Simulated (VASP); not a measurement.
# GaAs (F-43m) in VASP: notebook

GaAs is run at these levels: LDA; tasks: single point.

Program: VASP 6.6.1. These are calculated values, not measurements. Logs are shortened: lines on timing, memory, paths and dates and some standing lists are left out, and cuts for length are marked.

### 1 The cell of the first run

Symmetry: F-43m, No. 216, cubic system. The conventional cell has a = 5.458 Å, b = 5.458 Å, c = 5.458 Å, α = 90.00°, β = 90.00°, γ = 90.00°. Within 3.1 Å of Ga (site symmetry -43m) lie 4 As at 2.36 Å. As (site symmetry -43m) has 4 Ga at 2.36 Å within 3.1 Å.

### 2 Single point, LDA

File INCAR:

```
SYSTEM = GaAs
ALGO = Normal
EDIFF = 1E-6
ENCUT = 520
ISIF = 2
ISMEAR = 0
LASPH = .TRUE.
LCHARG = .FALSE.
LREAL = .FALSE.
LWAVE = .FALSE.
NBANDS = 16
NELM = 100
PREC = Accurate
SIGMA = 0.01
```

File KPOINTS:

```
k-points
0
G
  8 8 8
  0 0 0
```

File POSCAR:

```
GaAs
1.0
    0.0000000000      2.7287894766      2.7287894766
    2.7287894766      0.0000000000      2.7287894766
    2.7287894766      2.7287894766      0.0000000000
Ga As
1 1
Direct
    0.0000000000      0.0000000000      0.0000000000
    0.7500000000      0.7500000000      0.7500000000
```

Potentials or basis: VASP PAW LDA potentials, release 64 (Ga_d, As).

On the command line:

```console
$ cat potpaw_LDA.64/Ga_d/POTCAR potpaw_LDA.64/As/POTCAR > POTCAR
$ mpirun -np 1 vasp_std > vasp.out
```

OUTCAR:

```text
SYSTEM = GaAs
   EDIFF = 1E-6
   ENCUT = 520
   ISIF = 2
   ISMEAR = 0
   LASPH = .TRUE.
   LREAL = .FALSE.
   NELM = 100
   PREC = Accurate

 ion  position               nearest neighbor table
   1  0.000  0.000  0.000-   2 2.36   2 2.36   2 2.36   2 2.36
   2  0.750  0.750  0.750-   1 2.36   1 2.36   1 2.36   1 2.36

  LATTYP: Found a face centered cubic cell.
 ALAT       =     5.4575789532

  Lattice vectors:

 A1 = (   0.0000000000,   2.7287894766,   2.7287894766)
 A2 = (   2.7287894766,   0.0000000000,   2.7287894766)
 A3 = (   2.7287894766,   2.7287894766,   0.0000000000)

Analysis of symmetry for initial positions (statically):
=====================================================================
 Subroutine PRICEL returns:
 Original cell was already a primitive cell.

 Routine SETGRP: Setting up the symmetry group for a
 face centered cubic supercell.

 Subroutine GETGRP returns: Found 24 space group operations
 (whereof 24 operations were pure point group operations)
 out of a pool of 48 trial point group operations.

The static configuration has the point symmetry T_d .

Analysis of symmetry for dynamics (positions and initial velocities):
=====================================================================
 Subroutine PRICEL returns:
 Original cell was already a primitive cell.

 Routine SETGRP: Setting up the symmetry group for a
 face centered cubic supercell.

 Subroutine GETGRP returns: Found 24 space group operations
 (whereof 24 operations were pure point group operations)
 out of a pool of 48 trial point group operations.

The dynamic configuration has the point symmetry T_d .

 Subroutine INISYM returns: Found 24 space group operations
 (whereof 24 operations are pure point group operations),
 and found     1 'primitive' translations

----------------------------------------------------------------------------------------

                                     Primitive cell

  volume of cell :      40.6387

  direct lattice vectors                    reciprocal lattice vectors
     0.000000000  2.728789477  2.728789477    -0.183231431  0.183231431  0.183231431
     2.728789477  0.000000000  2.728789477     0.183231431 -0.183231431  0.183231431
     2.728789477  2.728789477  0.000000000     0.183231431  0.183231431 -0.183231431

  length of vectors
     3.859091087  3.859091087  3.859091087     0.317366148  0.317366148  0.317366148

  position of ions in fractional coordinates (direct lattice)
     0.000000000  0.000000000  0.000000000
     0.750000000  0.750000000  0.750000000

  ion indices of the primitive-cell ions
   primitive index   ion index
                 1           1
                 2           2

----------------------------------------------------------------------------------------

 KPOINTS: k-points

Automatic generation of k-mesh.
 Grid dimensions read from file:
 generate k-points for:    8    8    8

 Generating k-lattice:

  Cartesian coordinates                     Fractional coordinates (reciprocal lattice)
    -0.022903929  0.022903929  0.022903929     0.125000000  0.000000000  0.000000000
     0.022903929 -0.022903929  0.022903929     0.000000000  0.125000000  0.000000000
     0.022903929  0.022903929 -0.022903929     0.000000000  0.000000000  0.125000000

  Length of vectors
     0.039670768  0.039670768  0.039670768

  Shift w.r.t. Gamma in fractional coordinates (k-lattice)
     0.000000000  0.000000000  0.000000000

 Subroutine IBZKPT returns following result:
 ===========================================

 Found     29 irreducible k-points:

 Following reciprocal coordinates:
            Coordinates               Weight
  0.000000  0.000000  0.000000      1.000000
  0.125000  0.000000  0.000000      8.000000
  0.250000  0.000000  0.000000      8.000000
  0.375000  0.000000  0.000000      8.000000
  0.500000  0.000000  0.000000      4.000000
  0.125000  0.125000  0.000000      6.000000
[... 16 lines left out ...]
  0.500000  0.250000  0.125000     48.000000
 -0.375000  0.250000  0.125000     24.000000
 [... further k-points ...]
   k-points           NKPTS =     29   k-points in BZ     NKDIM =     29   number of bands    NBANDS=     16
   number of dos      NEDOS =    301   number of ions     NIONS =      2
   total plane-waves  NPLWV =  27000
   dimension x,y,z NGX =    30 NGY =   30 NGZ =   30
   dimension x,y,z NGXF=    60 NGYF=   60 NGZF=   60
   ions per type =               1   1
   NGX,Y,Z   is equivalent  to a cutoff of  12.92, 12.92, 12.92 a.u.
   NGXF,Y,Z  is equivalent  to a cutoff of  25.85, 25.85, 25.85 a.u.
 SYSTEM =  GaAs
   PREC   = accura    normal or accurate (medium, high low for compatibility)
   ISTART =      0    job   : 0-new  1-cont  2-samecut
   ICHARG =      2    charge: 1-file 2-atom 10-const
   ISPIN  =      1    spin polarized calculation?
   LNONCOLLINEAR =      F non collinear calculations
   LSORBIT =      F    spin-orbit coupling
   LASPH  =      T    aspherical Exc in radial PAW
   ENCUT  =  520.0 eV  38.22 Ry    6.18 a.u.   7.18  7.18  7.18*2*pi/ulx,y,z
   NELM   =    100;   NELMIN=  2; NELMDL= -5     # of ELM steps
   EDIFF  = 0.1E-05   stopping-criterion for ELM
   LREAL  =      F    real-space projection
   EDIFFG = 0.1E-04   stopping-criterion for IOM
   NSW    =      0    number of steps for IOM
   IBRION =     -1    ionic relax: 0-MD 1-quasi-New 2-CG
   NFREE  =      0    steps in history (QN), initial steepest desc. (CG)
   ISIF   =      2    stress and relaxation
   ISYM   =      2    0-nonsym 1-usesym 2-fastsym
   POTIM  = 0.5000    time-step for ionic-motion
   TEBEG  =    0.0;   TEEND  =   0.0 temperature during run
   PSTRESS=    0.0 pullay stress
   NELECT =      18.0000    total number of electrons
   NUPDOWN=      -1.0000    fix difference up-down
   EMIN   =  10.00;   EMAX   =-10.00  energy-range for DOS
   EFERMI =   0.00;   METHOD = LEGACY
   ISMEAR =     0;   SIGMA  =   0.01  broadening in eV -4-tet -1-fermi 0-gaus
   EFERMI_NEDOS =   21; number of points for ismear=-14 and -15
   IALGO  =     38    algorithm
   IMIX   =      4    mixing-type and parameters
     AMIX     =   0.40;   BMIX     =  1.00
     AMIX_MAG =   1.60;   BMIX_MAG =  1.00
  volume/ion in A,a.u.               =      20.32       137.12
  Fermi-wavevector in a.u.,A,eV,Ry     =   1.247917  2.358221 21.188303  1.557296
  Thomas-Fermi vector in A             =   2.382027
   LORBIT       =      0    0 simple, 1 ext, 2 COOP (PROOUT), +10 PAW based schemes
   GGA     = CA    functional components
   LHFCALC =     F    Hartree Fock is set to
   AEXX    =    0.0000 exact exchange contribution
   IVDW    =     0    specifies the selected vdW correction
   LEPSILON=     F    determine dielectric tensor
   LRPA    =     F    only Hartree local field effects (RPA)
 non-spin polarized calculation
 Gauss-broadening in eV      SIGMA  =   0.01
  energy-cutoff  :      520.00
  volume of cell :       40.64
 maximum number of plane-waves:      1108
 NGX is ok and might be reduce to    30
   NGX = 15   NGY = 15   NGZ = 15

 number of electron      17.9999990 magnetization

 Free energy of the ion-electron system (eV)
  ---------------------------------------------------
  ext. energy  EPLUGINS =         0.00000000
  ---------------------------------------------------
  free energy    TOTEN  =        -9.56085616 eV

  energy without entropy =       -9.56085616  energy(sigma->0) =       -9.56085616

 E-fermi :   4.9222     XC(G=0): -10.3874

 val. band max:        4.8756976432   @ k =   0.0000   0.0000   0.0000
 cond. band min:       6.0059390892   @ k =   0.5000   0.5000   0.0000
 fundamental gap:      1.1302414460
 Fermi energy:         4.9222327827

 k-point     1 :       0.0000    0.0000    0.0000
  band No.  band energies     occupation
      1     -10.2878      2.00000
      2     -10.2878      2.00000
      3     -10.2878      2.00000
      4     -10.1803      2.00000
      5     -10.1803      2.00000
      6      -8.7035      2.00000
[... 8 lines left out ...]
     15      15.3160      0.00000
     16      15.3160      0.00000

 k-point     2 :       0.1250    0.0000    0.0000
  band No.  band energies     occupation
      1     -10.3099      2.00000
      2     -10.2828      2.00000
      3     -10.2828      2.00000
      4     -10.1806      2.00000
      5     -10.1806      2.00000
      6      -8.4897      2.00000
[... 8 lines left out ...]
     15      14.2911      0.00000
     16      14.2911      0.00000

 k-point     3 :       0.2500    0.0000    0.0000
  band No.  band energies     occupation
      1     -10.3547      2.00000
      2     -10.2720      2.00000
      3     -10.2720      2.00000
      4     -10.1800      2.00000
      5     -10.1800      2.00000
      6      -7.8937      2.00000
[... 8 lines left out ...]
     15      14.0411      0.00000
     16      14.0411      0.00000

 k-point     4 :       0.3750    0.0000    0.0000
  band No.  band energies     occupation
      1     -10.3920      2.00000
      2     -10.2636      2.00000
      3     -10.2636      2.00000
      4     -10.1770      2.00000
      5     -10.1770      2.00000
      6      -7.0772      2.00000
[... 8 lines left out ...]
     15      15.3635      0.00000
     16      15.3635      0.00000
[... 324 lines left out ...]
 k-point    22 :       0.3750    0.2500    0.1250
  band No.  band energies     occupation
      1     -10.3841      2.00000
      2     -10.2591      2.00000
      3     -10.2553      2.00000
      4     -10.1927      2.00000
      5     -10.1733      2.00000
      6      -7.3939      2.00000
[... 8 lines left out ...]
     15      16.1718      0.00000
     16      16.7828      0.00000

 k-point    23 :       0.5000    0.2500    0.1250
  band No.  band energies     occupation
      1     -10.4061      2.00000
      2     -10.2544      2.00000
      3     -10.2460      2.00000
      4     -10.1909      2.00000
      5     -10.1739      2.00000
      6      -6.6320      2.00000
[... 8 lines left out ...]
     15      16.1106      0.00000
     16      17.5501      0.00000

 k-point    24 :      -0.3750    0.2500    0.1250
  band No.  band energies     occupation
      1     -10.4143      2.00000
      2     -10.2536      2.00000
      3     -10.2426      2.00000
      4     -10.1872      2.00000
      5     -10.1758      2.00000
      6      -6.1822      2.00000
[... 8 lines left out ...]
     15      16.7288      0.00000
     16      17.5527      0.00000

 [... further k-points ...]

------------------------ aborting loop because EDIFF is reached ----------------------------------------

  FORCE on cell =-STRESS in cart. coord.  units (eV):
  Direction    XX          YY          ZZ          XY          YZ          ZX
  --------------------------------------------------------------------------------------
  -------------------------------------------------------------------------------------
  Total        1.9003475      1.9003475      1.9003475      0.0000000      0.0000000     -0.0000000
  in kB       74.9209926     74.9209926     74.9209926      0.0000000      0.0000000     -0.0000000
  external PRESSURE =      74.9209926 kB  Pullay stress =       0.0000000 kB

 VOLUME and BASIS-vectors are now :
 -----------------------------------------------------------------------------
  energy-cutoff  :      520.00
  volume of cell :       40.64
      direct lattice vectors                 reciprocal lattice vectors
     0.000000000  2.728789477  2.728789477    -0.183231431  0.183231431  0.183231431
     2.728789477  0.000000000  2.728789477     0.183231431 -0.183231431  0.183231431
     2.728789477  2.728789477  0.000000000     0.183231431  0.183231431 -0.183231431

 POSITION                                       TOTAL-FORCE (eV/Angst)
 -----------------------------------------------------------------------------------
      0.00000      0.00000      0.00000        -0.000000     -0.000000     -0.000000
      4.09318      4.09318      4.09318         0.000000      0.000000      0.000000
 -----------------------------------------------------------------------------------
    total drift:                                0.000000      0.000000      0.000000

  FREE ENERGIE OF THE ION-ELECTRON SYSTEM (eV)
  ---------------------------------------------------
  free  energy   TOTEN  =        -9.5608561615 eV

  energy  without entropy=       -9.5608561615  energy(sigma->0) =       -9.56085616
```

It took 10 s on 1 thread of Intel Xeon Platinum 8559C (Emerald Rapids), shared host; peak memory 0.15 GiB.

Results:

| Item | Value |
| --- | --- |
| Free energy | -9.5609 eV |
| Pressure | 7.5 GPa |
| Band gap on the k mesh | 1.13 eV, indirect (least direct gap 1.15 eV) |

Levels at points of the mesh, in eV from the valence-band top:
```tsv
k point	band 7	band 8	band 9	band 10	band 11	band 12
(0.00, 0.00, 0.00)	0.00	0.00	0.00	1.15	3.69	3.69
(0.50, 0.00, 0.00)	-7.32	-1.32	-1.32	1.17	4.60	4.60
(0.50, 0.50, 0.00)	-7.40	-3.09	-3.09	1.13	1.47	10.91
```

A k mesh can miss the band edges.

### 3 Single point, LDA

This run uses another cell than the first one, of 21.70 Å³/atom, 1.068 times its volume.

File INCAR:

```
  ALGO = Normal
  EDIFF = 1E-6
  ENCUT = 520
  GGA = CA
  ISIF = 2
  ISMEAR = 0
  LASPH = T
  LCHARG = T
  LELF = T
  LREAL = F
  LVHAR = T
  LWAVE = F
  NBANDS = 16
  NELM = 100
  PREC = Accurate
  SIGMA = 0.01
```

File KPOINTS:

```
k-points
0
Gamma
  8 8 8
```

File POSCAR:

```
GaAs
1.0
    0.0000000000      2.7891019699      2.7891019699
    2.7891019699      0.0000000000      2.7891019699
    2.7891019699      2.7891019699      0.0000000000
Ga As
1 1
Direct
    0.0000000000      0.0000000000      0.0000000000
    0.7500000000      0.7500000000      0.7500000000
```

Potentials or basis: VASP PAW LDA potentials, release 64 (Ga_d, As).

On the command line:

```console
$ cat potpaw_LDA.64/Ga_d/POTCAR potpaw_LDA.64/As/POTCAR > POTCAR
$ mpirun -np 1 vasp_std > vasp.out
```

Wall time 12 s (1 thread of Intel Xeon Platinum 8559C (Emerald Rapids), shared host); peak memory 0.15 GiB.

Results (log left out):

```yaml
Free_energy: -9.6338 eV
Pressure: 1.3 GPa
Band_gap_on_the_k_mesh: 0.64 eV, direct
```

Levels at points of the mesh, in eV from the valence-band top:
```csv
k point,band 5,band 6,band 7,band 8,band 9,band 10,band 11,band 12,band 13,band 14
"(0.00, 0.00, 0.00)",-14.92,-13.06,0.00,0.00,0.00,0.64,3.68,3.68,3.68,7.47
"(0.50, 0.00, 0.00)",-14.92,-11.17,-6.92,-1.21,-1.21,0.98,4.59,4.59,7.60,10.51
"(0.50, 0.50, 0.00)",-14.91,-10.37,-7.07,-2.84,-2.84,1.27,1.53,10.37,10.37,11.16
```

### 4 Single point, LDA

This run uses another cell than the first one, of 21.43 Å³/atom, 1.055 times its volume.

File INCAR:

```
SYSTEM = GaAs
PREC = Accurate ; ENCUT = 520
EDIFF = 1E-6 ; ISMEAR = 0
SIGMA = 0.01 ; LREAL = .FALSE.
LASPH = .TRUE. ; NELM = 60
ALGO = Normal ; ISIF = 2
LWAVE = .FALSE. ; LCHARG = .TRUE.
GGA = CA ; LELF = .TRUE.
LVHAR = .TRUE. ; NBANDS = 16
```

File KPOINTS:

```
regular mesh
0
G
  8 8 8
  0 0 0
```

File POSCAR:

```
GaAs
1.0
    0.0000000000      2.7776026006      2.7776026006
    2.7776026006      0.0000000000      2.7776026006
    2.7776026006      2.7776026006      0.0000000000
Ga As
1 1
Direct
    0.0000000000      0.0000000000      0.0000000000
    0.7500000000      0.7500000000      0.7500000000
```

On the command line:

```console
$ cat potpaw_LDA.64/Ga_d/POTCAR potpaw_LDA.64/As/POTCAR > POTCAR
$ mpirun -np 1 vasp_std > vasp.out
```

It took 14 s on 1 thread of Intel Xeon Platinum 8559C (Emerald Rapids), shared host; peak memory 0.15 GiB.

It converged, with:

```
Free energy            : -9.6276 eV
Pressure               : 2.4 GPa
Band gap on the k mesh : 0.73 eV, direct
```

Levels at points of the mesh, in eV from the valence-band top:
```
           k point  band 5  band 6  band 7  band 8  band 9  band 10  band 11  band 12  band 13  band 14
(0.00, 0.00, 0.00)  -14.94  -13.16    0.00    0.00    0.00     0.73     3.68     3.68     3.68     7.51
(0.50, 0.00, 0.00)  -14.94  -11.22   -6.99   -1.23   -1.23     1.01     4.60     4.60     7.61    10.61
(0.50, 0.50, 0.00)  -14.93  -10.41   -7.13   -2.88   -2.88     1.24     1.52    10.47    10.47    11.28
```

A k mesh can miss the band edges.

### 5 The runs side by side

```csv
cell,gap on the mesh (eV),pressure (GPa)
"a = 3.859 Å, angles 60.0°, 2 atoms",1.13,7.5
"a = 3.944 Å, angles 60.0°, 2 atoms",0.64,1.3
"a = 3.928 Å, angles 60.0°, 2 atoms",0.73,2.4
```

Alike in all rows: task single point; level LDA; potentials or basis VASP PAW LDA potentials, release 64 (Ga_d, As); no spin polarisation; k mesh 8 × 8 × 8; cutoff (eV) 520; smearing gaussian 0.01 eV.

Absolute energies hang on the potentials; compare differences alone.
